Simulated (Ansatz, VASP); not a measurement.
# Two plane-wave programs on LiCl

```
Li Cl
1.0
     4.19068    0.00000    0.00000
    -2.09534    3.62924    0.00000
     0.00000    0.00000    5.31875
Li Cl
2 2
Direct
  0.33333 0.66667 0.25000
  0.66667 0.33333 0.75000
  0.33333 0.66667 0.75000
  0.66667 0.33333 0.25000
```

Alike in both runs: task relaxation of cell and atoms; functional PBE; k mesh 6 × 6 × 4; occupations gaussian, width 0.02 eV; no spin polarisation.

|  | VASP | Ansatz |
| --- | --- | --- |
| version | VASP 6.6.1 | Ansatz 0.2.0 |
| potentials or method | VASP PAW PBE potentials, release 64 (Li_sv, Cl), cutoff 600 eV | scalar-relativistic, plane waves, PAW |
| valence electrons in the cell | 20 | 20 |

Ansatz gave:

```
gap on the k mesh at the Fermi level, each at its own relaxed structure (eV) : 5.57
relaxed volume (Å³/atom)                                                     : 20.08
relaxed length of the cell vector where the two differ most in proportion (Å)              : 4.185
```

Question: What did VASP give for the same quantities?

Answer: gap on the k mesh at the Fermi level, each at its own relaxed structure (eV): 5.59; relaxed volume (Å³/atom): 20.02; relaxed length of the cell vector where the two differ most in proportion (Å): 4.178.

Noted on VASP's run: the cutoff is under 1.25 times that of the potentials, so the pressure is a little rough.
